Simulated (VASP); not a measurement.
# Bi2Se3 (R-3m) in VASP: settings compared

Aim: see how the results for Bi2Se3 move with the level of theory and the settings. Levels: BLYP, PBEsol. Tasks: single point.

All numbers are computed with VASP 6.6.1; they aren't measurements. Logs are shortened: lines on timing, memory, paths and dates and some standing lists are left out, and cuts for length are marked.

## (1) The cell of the first run

It takes space group R-3m (No. 166, trigonal). Conventional cell: a = 4.224 Å, b = 4.224 Å, c = 29.198 Å, α = 90.00°, β = 90.00°, γ = 120.00°. Within 3.8 Å of Bi (site symmetry 3m) lie 6 Se at 2.91 to 3.14 Å. Within 3.8 Å of Se (site symmetry 3m) lie 3 Bi at 2.91 Å and 3 Se at 3.59 Å. Within 4.4 Å of Se (site symmetry -3m) lie 6 Bi at 3.14 Å and 12 Se at 4.22 to 4.31 Å.

## (2) Single point, BLYP

File INCAR:

```
SYSTEM = Bi2Se3
AGGAC    = 1.0          
AGGAX    = 1.0          
ALDAC    = 0.0          
ALDAX    = 1.0          
ALGO     = Normal         ! electronic algorithm
EDIFF    = 1E-7           ! SCF threshold, eV
ENCUT    = 520            ! plane-wave cutoff, eV
GGA      = B5             ! functional
ISIF     = 2              ! what is computed and relaxed
ISMEAR   = -1             ! smearing method
LASPH    = .True.         ! aspherical terms in the spheres
LCHARG   = .True.         ! write CHGCAR
LELF     = .True.         ! ELF
LREAL    = .False.        ! projectors in reciprocal space
LVHAR    = .True.       
LWAVE    = .False.        ! write WAVECAR
NBANDS   = 32             ! bands
NELM     = 60             ! most SCF steps
PREC     = Accurate       ! precision mode
SIGMA    = 0.05           ! smearing width, eV
```

File KPOINTS:

```
k-points
0
Gamma
  8 8 8
  0 0 0
```

File POSCAR:

```
Bi2Se3
1.0
    2.1121279616      1.2194376472      9.7325442609
   -2.1121279616      1.2194376472      9.7325442609
    0.0000000000     -2.4388752945      9.7325442609
Bi Se
2 3
Direct
    0.5992000000      0.5992000000      0.5992000000
    0.4008000000      0.4008000000      0.4008000000
    0.7883000000      0.7883000000      0.7883000000
    0.2117000000      0.2117000000      0.2117000000
    0.0000000000      0.0000000000      0.0000000000
```

Potentials or basis: VASP PAW PBE potentials, release 64 (Bi_d, Se).

Command:

```console
> cat potpaw_PBE.64/Bi_d/POTCAR potpaw_PBE.64/Se/POTCAR > POTCAR
> mpirun -np 1 vasp_std > vasp.out
```

OUTCAR:

```text
SYSTEM = Bi2Se3
   EDIFF = 1E-7
   ENCUT = 520
   GGA = B5
   ISIF = 2
   ISMEAR = -1
   LASPH = .True.
   LREAL = .False.
   NELM = 60
   PREC = Accurate

 ion  position               nearest neighbor table
   1  0.599  0.599  0.599-   4 2.91   4 2.91   4 2.91   5 3.14   5 3.14   5 3.14
   2  0.401  0.401  0.401-   3 2.91   3 2.91   3 2.91   5 3.14   5 3.14   5 3.14
   3  0.788  0.788  0.788-   2 2.91   2 2.91   2 2.91
   4  0.212  0.212  0.212-   1 2.91   1 2.91   1 2.91
   5  0.000  0.000  0.000-   1 3.14   1 3.14   2 3.14   2 3.14   1 3.14   2 3.14

  LATTYP: Found a trigonal (rhomboedric) cell.
 ALAT       =    10.0334705108
 COS(alpha) =     0.9113725833

  Lattice vectors:

 A1 = (   2.1121279616,   1.2194376472,   9.7325442609)
 A2 = (  -2.1121279616,   1.2194376472,   9.7325442609)
 A3 = (   0.0000000000,  -2.4388752945,   9.7325442609)

Analysis of symmetry for initial positions (statically):
=====================================================================
 Subroutine PRICEL returns:
 Original cell was already a primitive cell.

 Routine SETGRP: Setting up the symmetry group for a
 trigonal (rhombohedral) supercell.

 Subroutine GETGRP returns: Found 12 space group operations
 (whereof 12 operations were pure point group operations)
 out of a pool of 12 trial point group operations.

The static configuration has the point symmetry D_3d.

Analysis of symmetry for dynamics (positions and initial velocities):
=====================================================================
 Subroutine PRICEL returns:
 Original cell was already a primitive cell.

 Routine SETGRP: Setting up the symmetry group for a
 trigonal (rhombohedral) supercell.

 Subroutine GETGRP returns: Found 12 space group operations
 (whereof 12 operations were pure point group operations)
 out of a pool of 12 trial point group operations.

The dynamic configuration has the point symmetry D_3d.

 Subroutine INISYM returns: Found 12 space group operations
 (whereof 12 operations are pure point group operations),
 and found     1 'primitive' translations

----------------------------------------------------------------------------------------

                                     Primitive cell

  volume of cell :     150.4033

  direct lattice vectors                    reciprocal lattice vectors
     2.112127962  1.219437647  9.732544261     0.236728081  0.136675022  0.034249352
    -2.112127962  1.219437647  9.732544261    -0.236728081  0.136675022  0.034249352
     0.000000000 -2.438875294  9.732544261     0.000000000 -0.273350043  0.034249352

  length of vectors
    10.033470511 10.033470511 10.033470511     0.275487321  0.275487321  0.275487321

  position of ions in fractional coordinates (direct lattice)
     0.599200000  0.599200000  0.599200000
     0.400800000  0.400800000  0.400800000
     0.788300000  0.788300000  0.788300000
     0.211700000  0.211700000  0.211700000
     0.000000000  0.000000000  0.000000000

  ion indices of the primitive-cell ions
   primitive index   ion index
                 1           1
                 2           2
                 3           3
                 4           4
                 5           5

----------------------------------------------------------------------------------------

 KPOINTS: k-points

Automatic generation of k-mesh.
 Grid dimensions read from file:
 generate k-points for:    8    8    8

 Generating k-lattice:

  Cartesian coordinates                     Fractional coordinates (reciprocal lattice)
     0.029591010  0.017084378  0.004281169     0.125000000  0.000000000  0.000000000
    -0.029591010  0.017084378  0.004281169     0.000000000  0.125000000  0.000000000
     0.000000000 -0.034168755  0.004281169    -0.000000000 -0.000000000  0.125000000

  Length of vectors
     0.034435915  0.034435915  0.034435915

  Shift w.r.t. Gamma in fractional coordinates (k-lattice)
     0.000000000  0.000000000  0.000000000

 Subroutine IBZKPT returns following result:
 ===========================================

 Found     65 irreducible k-points:

 Following reciprocal coordinates:
            Coordinates               Weight
  0.000000  0.000000  0.000000      1.000000
  0.125000 -0.000000  0.000000      6.000000
  0.250000 -0.000000  0.000000      6.000000
  0.375000 -0.000000 -0.000000      6.000000
  0.500000 -0.000000  0.000000      3.000000
  0.125000  0.125000  0.000000      6.000000
[... 16 lines left out ...]
  0.250000  0.125000  0.125000      6.000000
  0.375000  0.125000  0.125000      6.000000
 [... further k-points ...]
   k-points           NKPTS =     65   k-points in BZ     NKDIM =     65   number of bands    NBANDS=     32
   number of dos      NEDOS =    301   number of ions     NIONS =      5
   total plane-waves  NPLWV = 512000
   dimension x,y,z NGX =    80 NGY =   80 NGZ =   80
   dimension x,y,z NGXF=   160 NGYF=  160 NGZF=  160
   ions per type =               2   3
   NGX,Y,Z   is equivalent  to a cutoff of  13.26, 13.26, 13.26 a.u.
   NGXF,Y,Z  is equivalent  to a cutoff of  26.51, 26.51, 26.51 a.u.
 SYSTEM =  Bi2Se3
   PREC   = accura    normal or accurate (medium, high low for compatibility)
   ISTART =      0    job   : 0-new  1-cont  2-samecut
   ICHARG =      2    charge: 1-file 2-atom 10-const
   ISPIN  =      1    spin polarized calculation?
   LNONCOLLINEAR =      F non collinear calculations
   LSORBIT =      F    spin-orbit coupling
   LASPH  =      T    aspherical Exc in radial PAW
   ENCUT  =  520.0 eV  38.22 Ry    6.18 a.u.  18.66 18.66 18.66*2*pi/ulx,y,z
   NELM   =     60;   NELMIN=  2; NELMDL= -5     # of ELM steps
   EDIFF  = 0.1E-06   stopping-criterion for ELM
   LREAL  =      F    real-space projection
   EDIFFG = 0.1E-05   stopping-criterion for IOM
   NSW    =      0    number of steps for IOM
   IBRION =     -1    ionic relax: 0-MD 1-quasi-New 2-CG
   NFREE  =      0    steps in history (QN), initial steepest desc. (CG)
   ISIF   =      2    stress and relaxation
   ISYM   =      2    0-nonsym 1-usesym 2-fastsym
   POTIM  = 0.5000    time-step for ionic-motion
   TEBEG  =    0.0;   TEEND  =   0.0 temperature during run
   PSTRESS=    0.0 pullay stress
   NELECT =      48.0000    total number of electrons
   NUPDOWN=      -1.0000    fix difference up-down
   EMIN   =  10.00;   EMAX   =-10.00  energy-range for DOS
   EFERMI =   0.00;   METHOD = LEGACY
   ISMEAR =    -1;   SIGMA  =   0.05  broadening in eV -4-tet -1-fermi 0-gaus
   EFERMI_NEDOS =   21; number of points for ismear=-14 and -15
   IALGO  =     38    algorithm
   IMIX   =      4    mixing-type and parameters
     AMIX     =   0.40;   BMIX     =  1.00
     AMIX_MAG =   1.60;   BMIX_MAG =  1.00
  volume/ion in A,a.u.               =      30.08       202.99
  Fermi-wavevector in a.u.,A,eV,Ry     =   1.118758  2.114146 17.029312  1.251619
  Thomas-Fermi vector in A             =   2.255392
   LORBIT       =      0    0 simple, 1 ext, 2 COOP (PROOUT), +10 PAW based schemes
   GGA     = B5    functional components
   LHFCALC =     F    Hartree Fock is set to
   AEXX    =    0.0000 exact exchange contribution
   IVDW    =     0    specifies the selected vdW correction
   LEPSILON=     F    determine dielectric tensor
   LRPA    =     F    only Hartree local field effects (RPA)
 non-spin polarized calculation
  energy-cutoff  :      520.00
  volume of cell :      150.40
 maximum number of plane-waves:      4075
 NGX is ok and might be reduce to    80
   NGX = 37   NGY = 37   NGZ = 37

 number of electron      48.0000003 magnetization

 Free energy of the ion-electron system (eV)
  ---------------------------------------------------
  ext. energy  EPLUGINS =         0.00000000
  ---------------------------------------------------
  free energy    TOTEN  =       -17.34163657 eV

  energy without entropy =      -17.34150402  energy(sigma->0) =      -17.34157029

 E-fermi :   4.8496     XC(G=0):  -8.6602

 val. band max:        4.7002531236   @ k =   0.0000   0.0000   0.0000
 cond. band min:       4.9924773977   @ k =   0.0000   0.0000   0.0000
 fundamental gap:      0.2922242740
 Fermi energy:         4.8495638024

 k-point     1 :       0.0000    0.0000    0.0000
  band No.  band energies     occupation
      1     -18.3180      2.00000
      2     -18.3180      2.00000
      3     -18.3166      2.00000
      4     -18.3166      2.00000
      5     -18.3078      2.00000
      6     -18.3058      2.00000
[... 24 lines left out ...]
     31      10.8963      0.00000
     32      11.8668      0.00000

 k-point     2 :       0.1250   -0.0000    0.0000
  band No.  band energies     occupation
      1     -18.3195      2.00000
      2     -18.3179      2.00000
      3     -18.3152      2.00000
      4     -18.3138      2.00000
      5     -18.3061      2.00000
      6     -18.3041      2.00000
[... 24 lines left out ...]
     31      10.5614      0.00000
     32      11.1154      0.00000

 k-point     3 :       0.2500   -0.0000    0.0000
  band No.  band energies     occupation
      1     -18.3243      2.00000
      2     -18.3219      2.00000
      3     -18.3094      2.00000
      4     -18.3080      2.00000
      5     -18.3064      2.00000
      6     -18.3033      2.00000
[... 24 lines left out ...]
     31       9.7261      0.00000
     32      11.2766      0.00000

 k-point     4 :       0.3750   -0.0000   -0.0000
  band No.  band energies     occupation
      1     -18.3298      2.00000
      2     -18.3265      2.00000
      3     -18.3095      2.00000
      4     -18.3071      2.00000
      5     -18.3060      2.00000
      6     -18.3045      2.00000
[... 654 lines left out ...]
     31      10.8947      0.00000
     32      11.7116      0.00000

 k-point    23 :       0.2500    0.1250    0.1250
  band No.  band energies     occupation
      1     -18.3195      2.00000
      2     -18.3179      2.00000
      3     -18.3152      2.00000
      4     -18.3138      2.00000
      5     -18.3061      2.00000
      6     -18.3042      2.00000
[... 24 lines left out ...]
     31      10.5352      0.00000
     32      11.2797      0.00000

 k-point    24 :       0.3750    0.1250    0.1250
  band No.  band energies     occupation
      1     -18.3243      2.00000
      2     -18.3219      2.00000
      3     -18.3094      2.00000
      4     -18.3080      2.00000
      5     -18.3064      2.00000
      6     -18.3033      2.00000
[... 24 lines left out ...]
     31       9.8165      0.00000
     32      11.3349      0.00000

 [... further k-points ...]

------------------------ aborting loop because EDIFF is reached ----------------------------------------

  FORCE on cell =-STRESS in cart. coord.  units (eV):
  Direction    XX          YY          ZZ          XY          YZ          ZX
  --------------------------------------------------------------------------------------
  -------------------------------------------------------------------------------------
  Total        2.5169572      2.5169572      2.2563216      0.0000000     -0.0000000      0.0000000
  in kB       26.8119838     26.8119838     24.0355531      0.0000000     -0.0000000      0.0000000
  external PRESSURE =      25.8865069 kB  Pullay stress =       0.0000000 kB

 VOLUME and BASIS-vectors are now :
 -----------------------------------------------------------------------------
  energy-cutoff  :      520.00
  volume of cell :      150.40
      direct lattice vectors                 reciprocal lattice vectors
     2.112127962  1.219437647  9.732544261     0.236728081  0.136675022  0.034249352
    -2.112127962  1.219437647  9.732544261    -0.236728081  0.136675022  0.034249352
     0.000000000 -2.438875294  9.732544261     0.000000000 -0.273350043  0.034249352

 POSITION                                       TOTAL-FORCE (eV/Angst)
 -----------------------------------------------------------------------------------
      0.00000     -0.00000     17.49522        -0.000000      0.000000     -0.016087
      0.00000     -0.00000     11.70241        -0.000000     -0.000000      0.016087
      0.00000     -0.00000     23.01649        -0.000000      0.000000     -0.083671
      0.00000     -0.00000      6.18114        -0.000000     -0.000000      0.083671
      0.00000      0.00000      0.00000         0.000000      0.000000      0.000000
 -----------------------------------------------------------------------------------
    total drift:                                0.000000      0.000000     -0.000000

  FREE ENERGIE OF THE ION-ELECTRON SYSTEM (eV)
  ---------------------------------------------------
  free  energy   TOTEN  =       -17.3416365660 eV

  energy  without entropy=      -17.3415040223  energy(sigma->0) =      -17.34157029
```

Run time: 33 min. Hardware: 1 thread of Oxide Virtual Turin-like, shared host; peak memory 1 GiB.

What came out:

```yaml
Free_energy: -17.3416 eV
Pressure: 2.6 GPa
Largest_force: 0.084 eV/Å
Band_gap_on_the_k_mesh: 0.29 eV
```

Forces in eV/Å, atoms in the order of the input:
```
Bi   0.000  0.000 -0.016
Bi   0.000  0.000  0.016
Se   0.000  0.000 -0.084
Se   0.000  0.000  0.084
Se   0.000  0.000  0.000
```

Stress tensor (GPa, compression positive):
```
2.68 0.00 0.00
0.00 2.68 0.00
0.00 0.00 2.40
```

Caveat: the PAW data sets were made with another functional, which shifts forces and pressure a little; spin-orbit coupling is left out, which moves the levels of the heavy elements.

(Continued in part 2 of 2.)
